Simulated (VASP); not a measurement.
# V (Im-3m) in VASP: notebook, part 2 of 2

VASP 6.6.1. Earlier steps stand in the parts before.

### 5 Single point, r2SCAN (volume scaled by 0.97)

File POSCAR:

```
V
1.0
   -1.4760541839      1.4760541839      1.4760541839
    1.4760541839     -1.4760541839      1.4760541839
    1.4760541839      1.4760541839     -1.4760541839
V
1
Direct
    0.0000000000      0.0000000000      0.0000000000
```

File INCAR.step1:

```
SYSTEM = V
  PREC = Accurate
  ENCUT = 520
  ISMEAR = 0
  SIGMA = 0.1
  LREAL = .False.
  LASPH = .True.
  NELM = 60
  NBANDS = 12
  GGA = PE
  ALGO = Normal
  EDIFF = 1E-4
  LWAVE = .True.
  LCHARG = .False.
```

File INCAR.step2:

```
SYSTEM = V
  PREC = Accurate
  ENCUT = 520
  EDIFF = 1E-6
  ISMEAR = 0
  SIGMA = 0.1
  LREAL = .False.
  LASPH = .True.
  NELM = 60
  ALGO = Normal
  ISIF = 2
  LWAVE = .False.
  LCHARG = .False.
  METAGGA = R2SCAN
  LMIXTAU = .True.
  NBANDS = 12
  ISTART = 1
```

File KPOINTS:

```
regular mesh
0
Gamma
  20 20 20
  0 0 0
```

Potentials or basis: VASP PAW PBE potentials, release 64 (V_sv).

The run is started by

```console
$ cat potpaw_PBE.64/V_sv/POTCAR > POTCAR
$ cp INCAR.step1 INCAR
$ mpirun -np 1 vasp_std > vasp.out
$ cp INCAR.step2 INCAR
$ mpirun -np 1 vasp_std > vasp.out
```

OUTCAR:

```text
SYSTEM = V
   PREC = Accurate
   ENCUT = 520
   EDIFF = 1E-6
   ISMEAR = 0
   LREAL = .False.
   LASPH = .True.
   NELM = 60
   ISIF = 2
   METAGGA = R2SCAN
   ISTART = 1

 ion  position               nearest neighbor table
   1  0.000  0.000  0.000-

  LATTYP: Found a body centered cubic cell.
 ALAT       =     2.9521083678

  Lattice vectors:

 A1 = (  -1.4760541839,   1.4760541839,   1.4760541839)
 A2 = (   1.4760541839,  -1.4760541839,   1.4760541839)
[... 529 lines left out ...]
      2     -28.8122      2.00000
      3     -28.3123      2.00000
      4     -28.1236      2.00000
      5       6.3498      2.00000
      6       9.5398      2.00000
      7       9.9410      1.99999
      8      12.5966      0.00000
      9      13.3500      0.00000
     10      13.5636      0.00000
     11      26.0140      0.00000
     12      28.4853      0.00000

 [... further k-points ...]
[... 5 lines left out ...]
  --------------------------------------------------------------------------------------
  -------------------------------------------------------------------------------------
  Total        0.5689618      0.5689618      0.5689618     -0.0000000      0.0000000     -0.0000000
  in kB       70.8641894     70.8641894     70.8641894     -0.0000000      0.0000000     -0.0000000
  external PRESSURE =      70.8641894 kB  Pullay stress =       0.0000000 kB

 VOLUME and BASIS-vectors are now :
 -----------------------------------------------------------------------------
  energy-cutoff  :      520.00
  volume of cell :       12.86
      direct lattice vectors                 reciprocal lattice vectors
    -1.476054184  1.476054184  1.476054184     0.000000000  0.338740952  0.338740952
     1.476054184 -1.476054184  1.476054184     0.338740952  0.000000000  0.338740952
     1.476054184  1.476054184 -1.476054184     0.338740952  0.338740952  0.000000000

 POSITION                                       TOTAL-FORCE (eV/Angst)
 -----------------------------------------------------------------------------------
      0.00000      0.00000      0.00000        -0.000000      0.000000     -0.000000
 -----------------------------------------------------------------------------------
    total drift:                                0.000000      0.000000      0.000000

  FREE ENERGIE OF THE ION-ELECTRON SYSTEM (eV)
  ---------------------------------------------------
  free  energy   TOTEN  =       -14.1238616652 eV

  energy  without entropy=      -14.1160045299  energy(sigma->0) =      -14.11993310
```

OUTCAR.step1:

```text
SYSTEM = V
   PREC = Accurate
   ENCUT = 520
   ISMEAR = 0
   LREAL = .False.
   LASPH = .True.
[... 576 lines left out ...]
 POSITION                                       TOTAL-FORCE (eV/Angst)
 -----------------------------------------------------------------------------------
      0.00000      0.00000      0.00000         0.000000     -0.000000      0.000000
 -----------------------------------------------------------------------------------
    total drift:                                0.000000     -0.000000      0.000000

  FREE ENERGIE OF THE ION-ELECTRON SYSTEM (eV)
  ---------------------------------------------------
  free  energy   TOTEN  =        -8.9793757290 eV

  energy  without entropy=       -8.9709599669  energy(sigma->0) =       -8.97516785
```

Run time: 76 s. Hardware: 1 thread of Intel Xeon Platinum 8488C (Sapphire Rapids), shared host; peak memory 0.16 GiB.

What came out:

* Free energy: -14.1239 eV
* Pressure: 7.1 GPa

Caveat: the cell differs from its parent crystal (volume scaled by 0.97); the PAW data sets were made with another functional, which shifts forces and pressure a little.

### 6 Single point, r2SCAN

This run uses another cell than the first one, of 13.26 Å³/atom, 0.955 times its volume.

File POSCAR:

```
V
1.0
   -1.4911170017      1.4911170017      1.4911170017
    1.4911170017     -1.4911170017      1.4911170017
    1.4911170017      1.4911170017     -1.4911170017
V
1
Direct
    0.0000000000      0.0000000000      0.0000000000
```

File INCAR.step1:

```
SYSTEM = V
  ALGO = Normal
  EDIFF = 1E-4
  ENCUT = 520
  GGA = PE
  ISMEAR = 0
  LASPH = .True.
  LCHARG = .False.
  LREAL = .False.
  LWAVE = .True.
  NBANDS = 12
  NELM = 80
  PREC = Accurate
  SIGMA = 0.1
```

File INCAR.step2:

```
SYSTEM = V
  ALGO = Normal
  EDIFF = 1E-6
  ENCUT = 520
  ISIF = 2
  ISMEAR = 0
  ISTART = 1
  LASPH = .True.
  LCHARG = .False.
  LMIXTAU = .True.
  LREAL = .False.
  LWAVE = .False.
  METAGGA = R2SCAN
  NBANDS = 12
  NELM = 80
  PREC = Accurate
  SIGMA = 0.1
```

File KPOINTS:

```
k-points
0
Gamma
  20 20 20
  0 0 0
```

Potentials or basis: VASP PAW PBE potentials, release 64 (V_sv).

The run is started by

```console
$ cat potpaw_PBE.64/V_sv/POTCAR > POTCAR
$ cp INCAR.step1 INCAR
$ mpirun -np 1 vasp_std > vasp.out
$ cp INCAR.step2 INCAR
$ mpirun -np 1 vasp_std > vasp.out
```

OUTCAR:

```text
SYSTEM = V
   EDIFF = 1E-6
   ENCUT = 520
   ISIF = 2
   ISMEAR = 0
   ISTART = 1
   LASPH = .True.
   LREAL = .False.
   METAGGA = R2SCAN
   NELM = 80
   PREC = Accurate

 ion  position               nearest neighbor table
   1  0.000  0.000  0.000-

  LATTYP: Found a body centered cubic cell.
 ALAT       =     2.9822340034

  Lattice vectors:

 A1 = (  -1.4911170017,   1.4911170017,   1.4911170017)
 A2 = (   1.4911170017,  -1.4911170017,   1.4911170017)
 A3 = (   1.4911170017,   1.4911170017,  -1.4911170017)

Analysis of symmetry for initial positions (statically):
=====================================================================
 Subroutine PRICEL returns:
 Original cell was already a primitive cell.

 Routine SETGRP: Setting up the symmetry group for a
 body centered cubic supercell.

 Subroutine GETGRP returns: Found 48 space group operations
 (whereof 48 operations were pure point group operations)
 out of a pool of 48 trial point group operations.

The static configuration has the point symmetry O_h .

Analysis of symmetry for dynamics (positions and initial velocities):
=====================================================================
 Subroutine PRICEL returns:
 Original cell was already a primitive cell.

 Routine SETGRP: Setting up the symmetry group for a
 body centered cubic supercell.

 Subroutine GETGRP returns: Found 48 space group operations
 (whereof 48 operations were pure point group operations)
 out of a pool of 48 trial point group operations.

The dynamic configuration has the point symmetry O_h .

 Subroutine INISYM returns: Found 48 space group operations
 (whereof 48 operations are pure point group operations),
 and found     1 'primitive' translations

----------------------------------------------------------------------------------------

                                     Primitive cell

  volume of cell :      13.2616

  direct lattice vectors                    reciprocal lattice vectors
    -1.491117002  1.491117002  1.491117002     0.000000000  0.335319093  0.335319093
     1.491117002 -1.491117002  1.491117002     0.335319093  0.000000000  0.335319093
     1.491117002  1.491117002 -1.491117002     0.335319093  0.335319093  0.000000000

  length of vectors
     2.582690407  2.582690407  2.582690407     0.474212809  0.474212809  0.474212809

  position of ions in fractional coordinates (direct lattice)
     0.000000000  0.000000000  0.000000000

  ion indices of the primitive-cell ions
   primitive index   ion index
                 1           1

----------------------------------------------------------------------------------------

 KPOINTS: k-points

Automatic generation of k-mesh.
 Grid dimensions read from file:
 generate k-points for:   20   20   20

 Generating k-lattice:

  Cartesian coordinates                     Fractional coordinates (reciprocal lattice)
     0.000000000  0.016765955  0.016765955     0.050000000  0.000000000  0.000000000
     0.016765955  0.000000000  0.016765955     0.000000000  0.050000000  0.000000000
     0.016765955  0.016765955  0.000000000     0.000000000  0.000000000  0.050000000

  Length of vectors
     0.023710640  0.023710640  0.023710640

  Shift w.r.t. Gamma in fractional coordinates (k-lattice)
     0.000000000  0.000000000  0.000000000

 Subroutine IBZKPT returns following result:
 ===========================================

 Found    256 irreducible k-points:

 Following reciprocal coordinates:
            Coordinates               Weight
  0.000000  0.000000  0.000000      1.000000
  0.050000  0.000000  0.000000     12.000000
  0.100000  0.000000  0.000000     12.000000
  0.150000  0.000000  0.000000     12.000000
  0.200000  0.000000  0.000000     12.000000
  0.250000  0.000000  0.000000     12.000000
[... 16 lines left out ...]
  0.200000  0.100000 -0.000000     48.000000
  0.250000  0.100000 -0.000000     48.000000
 [... further k-points ...]
   k-points           NKPTS =    256   k-points in BZ     NKDIM =    256   number of bands    NBANDS=     12
   number of dos      NEDOS =    301   number of ions     NIONS =      1
   total plane-waves  NPLWV =   8000
   dimension x,y,z NGX =    20 NGY =   20 NGZ =   20
   dimension x,y,z NGXF=    40 NGYF=   40 NGZF=   40
   ions per type =               1
   NGX,Y,Z   is equivalent  to a cutoff of  12.87, 12.87, 12.87 a.u.
   NGXF,Y,Z  is equivalent  to a cutoff of  25.75, 25.75, 25.75 a.u.
 SYSTEM =  V
   PREC   = accura    normal or accurate (medium, high low for compatibility)
   ISTART =      1    job   : 0-new  1-cont  2-samecut
   ICHARG =      0    charge: 1-file 2-atom 10-const
   ISPIN  =      1    spin polarized calculation?
   LNONCOLLINEAR =      F non collinear calculations
   LSORBIT =      F    spin-orbit coupling
   LASPH  =      T    aspherical Exc in radial PAW
   ENCUT  =  520.0 eV  38.22 Ry    6.18 a.u.   4.80  4.80  4.80*2*pi/ulx,y,z
   NELM   =     80;   NELMIN=  2; NELMDL=  0     # of ELM steps
   EDIFF  = 0.1E-05   stopping-criterion for ELM
   LREAL  =      F    real-space projection
   EDIFFG = 0.1E-04   stopping-criterion for IOM
   NSW    =      0    number of steps for IOM
   IBRION =     -1    ionic relax: 0-MD 1-quasi-New 2-CG
   NFREE  =      0    steps in history (QN), initial steepest desc. (CG)
   ISIF   =      2    stress and relaxation
   ISYM   =      2    0-nonsym 1-usesym 2-fastsym
   POTIM  = 0.5000    time-step for ionic-motion
   TEBEG  =    0.0;   TEEND  =   0.0 temperature during run
   PSTRESS=    0.0 pullay stress
   NELECT =      13.0000    total number of electrons
   NUPDOWN=      -1.0000    fix difference up-down
   EMIN   =  10.00;   EMAX   =-10.00  energy-range for DOS
   EFERMI =   0.00;   METHOD = LEGACY
   ISMEAR =     0;   SIGMA  =   0.10  broadening in eV -4-tet -1-fermi 0-gaus
   EFERMI_NEDOS =   21; number of points for ismear=-14 and -15
   IALGO  =     38    algorithm
   IMIX   =      4    mixing-type and parameters
     AMIX     =   0.40;   BMIX     =  1.00
     AMIX_MAG =   1.60;   BMIX_MAG =  1.00
  volume/ion in A,a.u.               =      13.26        89.49
  Fermi-wavevector in a.u.,A,eV,Ry     =   1.626263  3.073192 35.983773  2.644733
  Thomas-Fermi vector in A             =   2.719251
   LORBIT       =      0    0 simple, 1 ext, 2 COOP (PROOUT), +10 PAW based schemes
   METAGGA = R2SCAN    functional components
   LHFCALC =     F    Hartree Fock is set to
   AEXX    =    0.0000 exact exchange contribution
   IVDW    =     0    specifies the selected vdW correction
   LEPSILON=     F    determine dielectric tensor
   LRPA    =     F    only Hartree local field effects (RPA)
 non-spin polarized calculation
 Gauss-broadening in eV      SIGMA  =   0.10
  energy-cutoff  :      520.00
  volume of cell :       13.26
 maximum number of plane-waves:       370
   NGX =  9   NGY =  9   NGZ =  9

 number of electron      12.9999992 magnetization

 Free energy of the ion-electron system (eV)
  ---------------------------------------------------
  ext. energy  EPLUGINS =         0.00000000
  ---------------------------------------------------
  free energy    TOTEN  =       -14.13351918 eV

  energy without entropy =      -14.12542340  energy(sigma->0) =      -14.12947129

 E-fermi :   9.8571     XC(G=0): -14.1614

 val. band max:        9.8532338283   @ k =  -0.4000   0.4000   0.1000
 cond. band min:       9.8600382378   @ k =  -0.3500   0.4000   0.1500
 fundamental gap:      0.0068044095
 Fermi energy:         9.8570958461

 k-point     1 :       0.0000    0.0000    0.0000
  band No.  band energies     occupation
      1     -56.4425      2.00000
      2     -28.5668      2.00000
      3     -28.5667      2.00000
      4     -28.5667      2.00000
      5       2.7641      2.00000
      6      10.3454      0.00000
      7      10.3454      0.00000
      8      10.3454      0.00000
      9      12.5657      0.00000
     10      12.5657      0.00000
     11      31.2231      0.00000
     12      31.2232      0.00000

 k-point     2 :       0.0500    0.0000    0.0000
  band No.  band energies     occupation
      1     -56.4372      2.00000
      2     -28.5920      2.00000
      3     -28.5743      2.00000
      4     -28.5669      2.00000
      5       2.8719      2.00000
      6      10.2983      0.00000
      7      10.3349      0.00000
      8      10.4213      0.00000
      9      12.5098      0.00000
     10      12.5683      0.00000
     11      31.0368      0.00000
     12      31.2115      0.00000
[... 316 lines left out ...]
 k-point    24 :       0.2500    0.1000   -0.0000
  band No.  band energies     occupation
      1     -56.2903      2.00000
      2     -29.2309      2.00000
      3     -28.7776      2.00000
      4     -28.6048      2.00000
      5       5.9779      2.00000
      6       9.1903      2.00000
      7       9.5566      1.99998
      8      12.1330      0.00000
      9      12.8507      0.00000
     10      13.0482      0.00000
     11      25.2113      0.00000
     12      27.7668      0.00000

 [... further k-points ...]
[... 5 lines left out ...]
  --------------------------------------------------------------------------------------
  -------------------------------------------------------------------------------------
  Total        0.0592185      0.0592185      0.0592185      0.0000000      0.0000000      0.0000000
  in kB        7.1543922      7.1543922      7.1543922      0.0000000      0.0000000      0.0000000
  external PRESSURE =       7.1543922 kB  Pullay stress =       0.0000000 kB

 VOLUME and BASIS-vectors are now :
 -----------------------------------------------------------------------------
  energy-cutoff  :      520.00
  volume of cell :       13.26
      direct lattice vectors                 reciprocal lattice vectors
    -1.491117002  1.491117002  1.491117002     0.000000000  0.335319093  0.335319093
     1.491117002 -1.491117002  1.491117002     0.335319093  0.000000000  0.335319093
     1.491117002  1.491117002 -1.491117002     0.335319093  0.335319093  0.000000000

 POSITION                                       TOTAL-FORCE (eV/Angst)
 -----------------------------------------------------------------------------------
      0.00000      0.00000      0.00000        -0.000000      0.000000      0.000000
 -----------------------------------------------------------------------------------
    total drift:                                0.000000     -0.000000      0.000000

  FREE ENERGIE OF THE ION-ELECTRON SYSTEM (eV)
  ---------------------------------------------------
  free  energy   TOTEN  =       -14.1335191796 eV

  energy  without entropy=      -14.1254234032  energy(sigma->0) =      -14.12947129
```

Wall time 77 s (1 thread of Intel Xeon Platinum 8488C (Sapphire Rapids), shared host); peak memory 0.15 GiB.

What came out:

- Free energy: -14.1335 eV
- Pressure: 0.7 GPa

Caveat: the PAW data sets were made with another functional, which shifts forces and pressure a little.

### 7 Summary

```csv
spin,cell,k mesh,gap on the mesh (eV),pressure (GPa),moment (μB)
"collinear, ferromagnetic start","a = 2.623 Å, angles 109.5°, 1 atom",8 × 8 × 8,none,-8.6,0.00
"collinear, ferromagnetic start","a = 2.587 Å, angles 109.5°, 1 atom",10 × 10 × 10,none,0.6,0.00
off,"a = 2.530 Å, angles 109.5°, 1 atom",20 × 20 × 20,none,14.4,-
off,"a = 2.557 Å, angles 109.5°, 1 atom",20 × 20 × 20,none,7.1,-
off,"a = 2.583 Å, angles 109.5°, 1 atom",20 × 20 × 20,none,0.7,-
```

Alike in all rows: task single point; level r2SCAN; potentials or basis VASP PAW PBE potentials, release 64 (V_sv); cutoff (eV) 520; smearing gaussian 0.1 eV.

Caveats: some runs use coarse meshes; the PAW data sets were made with another functional, which shifts forces and pressure a little.

Total energies depend on the potentials used, so only differences within one code and one set of settings carry meaning.
